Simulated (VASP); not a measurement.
# ZnPd5Au (P4/mmm) in VASP: single point with r2SCAN

Aim: the single point of ZnPd5Au with r2SCAN.

Everything below comes from runs of VASP 6.6.1. Logs are shortened: lines on timing, memory, paths and dates and some standing lists are left out, and cuts for length are marked.

### Step 1. The cell of the first run

Symmetry: P4/mmm, No. 123, tetragonal system. The conventional cell has a = 3.801 Å, b = 3.801 Å, c = 6.676 Å, α = 90.00°, β = 90.00°, γ = 90.00°. Pd (site symmetry 2mm) has 2 Au at 2.43 Å and 7 Pd at 2.64 to 3.02 Å and 2 Zn at 2.64 Å within 3.2 Å. Within 3.5 Å of Pd (site symmetry 4/mmm) lie 8 Pd at 2.64 Å and 4 Zn at 2.69 Å and 2 Au at 3.34 Å. Zn (site symmetry 4/mmm) has 12 Pd at 2.64 to 2.69 Å within 3.5 Å. Within 3.2 Å of Au (site symmetry 4/mmm) lie 8 Pd at 2.43 Å.

### Step 2. Single point, r2SCAN

Contents of POSCAR:

```
ZnPd5Au
1.0
    3.8009770000      0.0000000000      0.0000000000
    0.0000000000      3.8009770000      0.0000000000
    0.0000000000      0.0000000000      6.6758530000
Pd Zn Au
5 1 1
Direct
    0.5000000000      0.0000000000      0.7262000000
    0.0000000000      0.5000000000      0.7262000000
    0.5000000000      0.0000000000      0.2738000000
    0.0000000000      0.5000000000      0.2738000000
    0.0000000000      0.0000000000      0.0000000000
    0.5000000000      0.5000000000      0.0000000000
    0.0000000000      0.0000000000      0.5000000000
```

Contents of INCAR.step1:

```
SYSTEM = ZnPd5Au
  PREC = Accurate
  ENCUT = 520
  ISMEAR = -5
  SIGMA = 0.1
  LREAL = .False.
  LASPH = .True.
  NELM = 80
  NBANDS = 46
  GGA = PE
  ALGO = Normal
  EDIFF = 1E-4
  LWAVE = .True.
  LCHARG = .False.
```

Contents of INCAR.step2:

```
SYSTEM = ZnPd5Au
  PREC = Accurate
  ENCUT = 520
  EDIFF = 1E-7
  ISMEAR = -5
  SIGMA = 0.1
  LREAL = .False.
  LASPH = .True.
  NELM = 80
  ALGO = Normal
  ISIF = 2
  LWAVE = .False.
  LCHARG = .False.
  METAGGA = R2SCAN
  LMIXTAU = .True.
  NBANDS = 46
  ISTART = 1
```

Contents of KPOINTS:

```
Automatic mesh
0
Gamma
  7 7 4
  0 0 0
```

Potentials or basis: VASP PAW PBE potentials, release 64 (Pd, Zn, Au).

On the command line:

```console
$ cat potpaw_PBE.64/Pd/POTCAR potpaw_PBE.64/Zn/POTCAR potpaw_PBE.64/Au/POTCAR > POTCAR
$ cp INCAR.step1 INCAR
$ mpirun -np 1 vasp_std > vasp.out
$ cp INCAR.step2 INCAR
$ mpirun -np 1 vasp_std > vasp.out
```

OUTCAR:

```text
SYSTEM = ZnPd5Au
   PREC = Accurate
   ENCUT = 520
   EDIFF = 1E-7
   ISMEAR = -5
   LREAL = .False.
   LASPH = .True.
   NELM = 80
   ISIF = 2
   METAGGA = R2SCAN
   ISTART = 1

 ion  position               nearest neighbor table
   1  0.500  0.000  0.726-   7 2.43   7 2.43   5 2.64   6 2.64   5 2.64   6 2.64   2 2.69   2 2.69
                             2 2.69   2 2.69   3 3.02
   2  0.000  0.500  0.726-   7 2.43   7 2.43   5 2.64   5 2.64   6 2.64   6 2.64   1 2.69   1 2.69
                             1 2.69   1 2.69   4 3.02
   3  0.500  0.000  0.274-   7 2.43   7 2.43   5 2.64   6 2.64   5 2.64   6 2.64   4 2.69   4 2.69
                             4 2.69   4 2.69   1 3.02
   4  0.000  0.500  0.274-   7 2.43   7 2.43   5 2.64   5 2.64   6 2.64   6 2.64   3 2.69   3 2.69
                             3 2.69   3 2.69   2 3.02
   5  0.000  0.000  0.000-   1 2.64   2 2.64   3 2.64   4 2.64   2 2.64   4 2.64   1 2.64   3 2.64
                             6 2.69   6 2.69   6 2.69   6 2.69   7 3.34   7 3.34
   6  0.500  0.500  0.000-   1 2.64   2 2.64   3 2.64   4 2.64   1 2.64   3 2.64   2 2.64   4 2.64
                             5 2.69   5 2.69   5 2.69   5 2.69
   7  0.000  0.000  0.500-   1 2.43   2 2.43   3 2.43   4 2.43   2 2.43   4 2.43   1 2.43   3 2.43
                             5 3.34   5 3.34

  LATTYP: Found a simple tetragonal cell.
 ALAT       =     3.8009770000
 C/A-ratio  =     1.7563518537

  Lattice vectors:

 A1 = (   3.8009770000,   0.0000000000,   0.0000000000)
 A2 = (   0.0000000000,   3.8009770000,   0.0000000000)
 A3 = (   0.0000000000,   0.0000000000,   6.6758530000)

Analysis of symmetry for initial positions (statically):
=====================================================================
 Subroutine PRICEL returns:
 Original cell was already a primitive cell.

 Routine SETGRP: Setting up the symmetry group for a
 simple tetragonal supercell.

 Subroutine GETGRP returns: Found 16 space group operations
 (whereof 16 operations were pure point group operations)
 out of a pool of 16 trial point group operations.

The static configuration has the point symmetry D_4h.

Analysis of symmetry for dynamics (positions and initial velocities):
=====================================================================
 Subroutine PRICEL returns:
 Original cell was already a primitive cell.

 Routine SETGRP: Setting up the symmetry group for a
 simple tetragonal supercell.

 Subroutine GETGRP returns: Found 16 space group operations
 (whereof 16 operations were pure point group operations)
 out of a pool of 16 trial point group operations.

The dynamic configuration has the point symmetry D_4h.

 Subroutine INISYM returns: Found 16 space group operations
 (whereof 16 operations are pure point group operations),
 and found     1 'primitive' translations

----------------------------------------------------------------------------------------

                                     Primitive cell

  volume of cell :      96.4489

  direct lattice vectors                    reciprocal lattice vectors
     3.800977000  0.000000000  0.000000000     0.263090253  0.000000000  0.000000000
     0.000000000  3.800977000  0.000000000     0.000000000  0.263090253  0.000000000
     0.000000000  0.000000000  6.675853000     0.000000000  0.000000000  0.149793592

  length of vectors
     3.800977000  3.800977000  6.675853000     0.263090253  0.263090253  0.149793592

  position of ions in fractional coordinates (direct lattice)
     0.500000000  0.000000000  0.726200000
     0.000000000  0.500000000  0.726200000
     0.500000000  0.000000000  0.273800000
     0.000000000  0.500000000  0.273800000
     0.000000000  0.000000000  0.000000000
     0.500000000  0.500000000  0.000000000
     0.000000000  0.000000000  0.500000000

  ion indices of the primitive-cell ions
   primitive index   ion index
                 1           1
                 2           2
                 3           3
                 4           4
                 5           5
                 6           6
                 7           7

----------------------------------------------------------------------------------------

 KPOINTS: Automatic mesh

Automatic generation of k-mesh.
 Grid dimensions read from file:
 generate k-points for:    7    7    4

 Generating k-lattice:

  Cartesian coordinates                     Fractional coordinates (reciprocal lattice)
     0.037584322  0.000000000  0.000000000     0.142857143  0.000000000  0.000000000
     0.000000000  0.037584322  0.000000000     0.000000000  0.142857143  0.000000000
     0.000000000  0.000000000  0.037448398     0.000000000  0.000000000  0.250000000

  Length of vectors
     0.037584322  0.037584322  0.037448398

  Shift w.r.t. Gamma in fractional coordinates (k-lattice)
     0.000000000  0.000000000  0.000000000

 TETIRR: Found    290 inequivalent tetrahedra from     1176

 Subroutine IBZKPT returns following result:
 ===========================================

 Found     30 irreducible k-points:

 Following reciprocal coordinates:
            Coordinates               Weight
  0.000000  0.000000  0.000000      1.000000
  0.142857  0.000000  0.000000      4.000000
  0.285714  0.000000  0.000000      4.000000
  0.428571  0.000000  0.000000      4.000000
  0.142857  0.142857  0.000000      4.000000
  0.285714  0.142857  0.000000      8.000000
[... 16 lines left out ...]
  0.285714  0.000000  0.500000      4.000000
  0.428571  0.000000  0.500000      4.000000
 [... further k-points ...]
   k-points           NKPTS =     30   k-points in BZ     NKDIM =     30   number of bands    NBANDS=     46
   number of dos      NEDOS =    301   number of ions     NIONS =      7
   total plane-waves  NPLWV =  39200
   dimension x,y,z NGX =    28 NGY =   28 NGZ =   50
   dimension x,y,z NGXF=    56 NGYF=   56 NGZF=  100
   ions per type =               5   1   1
   NGX,Y,Z   is equivalent  to a cutoff of  12.25, 12.25, 12.45 a.u.
   NGXF,Y,Z  is equivalent  to a cutoff of  24.49, 24.49, 24.90 a.u.
 SYSTEM =  ZnPd5Au
   PREC   = accura    normal or accurate (medium, high low for compatibility)
   ISTART =      1    job   : 0-new  1-cont  2-samecut
   ICHARG =      0    charge: 1-file 2-atom 10-const
   ISPIN  =      1    spin polarized calculation?
   LNONCOLLINEAR =      F non collinear calculations
   LSORBIT =      F    spin-orbit coupling
   LASPH  =      T    aspherical Exc in radial PAW
   ENCUT  =  520.0 eV  38.22 Ry    6.18 a.u.   7.07  7.07 12.41*2*pi/ulx,y,z
   NELM   =     80;   NELMIN=  2; NELMDL=  0     # of ELM steps
   EDIFF  = 0.1E-06   stopping-criterion for ELM
   LREAL  =      F    real-space projection
   EDIFFG = 0.1E-05   stopping-criterion for IOM
   NSW    =      0    number of steps for IOM
   IBRION =     -1    ionic relax: 0-MD 1-quasi-New 2-CG
   NFREE  =      0    steps in history (QN), initial steepest desc. (CG)
   ISIF   =      2    stress and relaxation
   ISYM   =      2    0-nonsym 1-usesym 2-fastsym
   POTIM  = 0.5000    time-step for ionic-motion
   TEBEG  =    0.0;   TEEND  =   0.0 temperature during run
   PSTRESS=    0.0 pullay stress
   NELECT =      73.0000    total number of electrons
   NUPDOWN=      -1.0000    fix difference up-down
   EMIN   =  10.00;   EMAX   =-10.00  energy-range for DOS
   EFERMI =   0.00;   METHOD = LEGACY
   ISMEAR =    -5;   SIGMA  =   0.10  broadening in eV -4-tet -1-fermi 0-gaus
   EFERMI_NEDOS =   21; number of points for ismear=-14 and -15
   IALGO  =     38    algorithm
   IMIX   =      4    mixing-type and parameters
     AMIX     =   0.40;   BMIX     =  1.00
     AMIX_MAG =   1.60;   BMIX_MAG =  1.00
  volume/ion in A,a.u.               =      13.78        92.98
  Fermi-wavevector in a.u.,A,eV,Ry     =   1.491935  2.819349 30.284819  2.225871
  Thomas-Fermi vector in A             =   2.604527
   LORBIT       =      0    0 simple, 1 ext, 2 COOP (PROOUT), +10 PAW based schemes
   METAGGA = R2SCAN    functional components
   LHFCALC =     F    Hartree Fock is set to
   AEXX    =    0.0000 exact exchange contribution
   IVDW    =     0    specifies the selected vdW correction
   LEPSILON=     F    determine dielectric tensor
   LRPA    =     F    only Hartree local field effects (RPA)
 non-spin polarized calculation
 Fermi weights with tetrahedron method with Bloechl corrections
  energy-cutoff  :      520.00
  volume of cell :       96.45
 maximum number of plane-waves:      2614
   NGX = 15   NGY = 15   NGZ = 25

 number of electron      73.0000025 magnetization

 Free energy of the ion-electron system (eV)
  ---------------------------------------------------
  ext. energy  EPLUGINS =         0.00000000
  ---------------------------------------------------
  free energy    TOTEN  =      -172.01740819 eV

  energy without entropy =     -172.01740819  energy(sigma->0) =     -172.01740819

 E-fermi :  10.1573     XC(G=0): -14.3865

 val. band max:       10.2794242363   @ k =   0.0000   0.0000   0.0000
 cond. band min:      10.0196343496   @ k =   0.2857   0.0000   0.0000
 fundamental gap:     -0.2597898868
 Fermi energy:        10.1572897348

 k-point     1 :       0.0000    0.0000    0.0000
  band No.  band energies     occupation
      1       0.8029      2.00000
      2       1.9126      2.00000
      3       2.3632      2.00000
      4       2.5619      2.00000
      5       2.5951      2.00000
      6       2.5951      2.00000
[... 38 lines left out ...]
     45      19.7296      0.00000
     46      19.7296      0.00000

 k-point     2 :       0.1429    0.0000    0.0000
  band No.  band energies     occupation
      1       1.0495      2.00000
      2       2.0794      2.00000
      3       2.4344      2.00000
      4       2.6209      2.00000
      5       2.6217      2.00000
      6       2.6366      2.00000
[... 38 lines left out ...]
     45      19.8272      0.00000
     46      20.1873      0.00000

 k-point     3 :       0.2857    0.0000    0.0000
  band No.  band energies     occupation
      1       1.6958      2.00000
      2       2.5091      2.00000
      3       2.6018      2.00000
      4       2.6929      2.00000
      5       2.7327      2.00000
      6       2.7592      2.00000
[... 38 lines left out ...]
     45      20.2171      0.00000
     46      21.0800      0.00000

 k-point     4 :       0.4286    0.0000    0.0000
  band No.  band energies     occupation
      1       2.3408      2.00000
      2       2.7304      2.00000
      3       2.7758      2.00000
      4       2.8011      2.00000
      5       2.8706      2.00000
      6       2.8762      2.00000
[... 920 lines left out ...]
     45      20.4483      0.00000
     46      21.2180      0.00000

 k-point    23 :       0.2857    0.0000    0.5000
  band No.  band energies     occupation
      1       2.2564      2.00000
      2       2.5066      2.00000
      3       2.6967      2.00000
      4       2.7467      2.00000
      5       2.7624      2.00000
      6       2.7817      2.00000
[... 38 lines left out ...]
     45      19.1016      0.00000
     46      19.8536      0.00000

 k-point    24 :       0.4286    0.0000    0.5000
  band No.  band energies     occupation
      1       2.6555      2.00000
      2       2.7500      2.00000
      3       2.7797      2.00000
      4       2.8615      2.00000
      5       2.8621      2.00000
      6       2.9101      2.00000
[... 38 lines left out ...]
     45      19.5012      0.00000
     46      19.5895      0.00000

 [... further k-points ...]
[... 5 lines left out ...]
  --------------------------------------------------------------------------------------
  -------------------------------------------------------------------------------------
  Total       26.0066489     26.0066489     27.4869290      0.0000000      0.0000000     -0.0000000
  in kB      432.0139078    432.0139078    456.6038352      0.0000000      0.0000000     -0.0000000
  external PRESSURE =     440.2105503 kB  Pullay stress =       0.0000000 kB

 VOLUME and BASIS-vectors are now :
 -----------------------------------------------------------------------------
  energy-cutoff  :      520.00
  volume of cell :       96.45
      direct lattice vectors                 reciprocal lattice vectors
     3.800977000  0.000000000  0.000000000     0.263090253  0.000000000  0.000000000
     0.000000000  3.800977000  0.000000000     0.000000000  0.263090253  0.000000000
     0.000000000  0.000000000  6.675853000     0.000000000  0.000000000  0.149793592

 POSITION                                       TOTAL-FORCE (eV/Angst)
 -----------------------------------------------------------------------------------
      1.90049      0.00000      4.84800         0.000000      0.000000      2.297552
      0.00000      1.90049      4.84800        -0.000000     -0.000000      2.297552
      1.90049      0.00000      1.82785         0.000000     -0.000000     -2.297552
      0.00000      1.90049      1.82785         0.000000     -0.000000     -2.297552
      0.00000      0.00000      0.00000         0.000000     -0.000000      0.000000
      1.90049      1.90049      0.00000         0.000000     -0.000000      0.000000
      0.00000      0.00000      3.33793         0.000000     -0.000000      0.000000
 -----------------------------------------------------------------------------------
    total drift:                                0.000000      0.000000      0.000000

  FREE ENERGIE OF THE ION-ELECTRON SYSTEM (eV)
  ---------------------------------------------------
  free  energy   TOTEN  =      -172.0174081854 eV

  energy  without entropy=     -172.0174081854  energy(sigma->0) =     -172.01740819
```

Run time: 5.5 min. Hardware: 1 thread of Intel Xeon Platinum 8488C (Sapphire Rapids), shared host; peak memory 0.28 GiB.

Results:

* Free energy: -172.0174 eV
* Pressure: 44.0 GPa
* Largest force: 2.298 eV/Å

Forces on the atoms (eV/Å):
```
Pd   0.000  0.000  2.298
Pd   0.000  0.000  2.298
Pd   0.000  0.000 -2.298
Pd   0.000  0.000 -2.298
Pd   0.000  0.000  0.000
Zn   0.000  0.000  0.000
Au   0.000  0.000  0.000
```

Caveat: the PAW data sets were made with another functional, which shifts forces and pressure a little; spin-orbit coupling is left out, which moves the levels of the heavy elements; tetrahedron occupations give inexact forces and stress in metals.
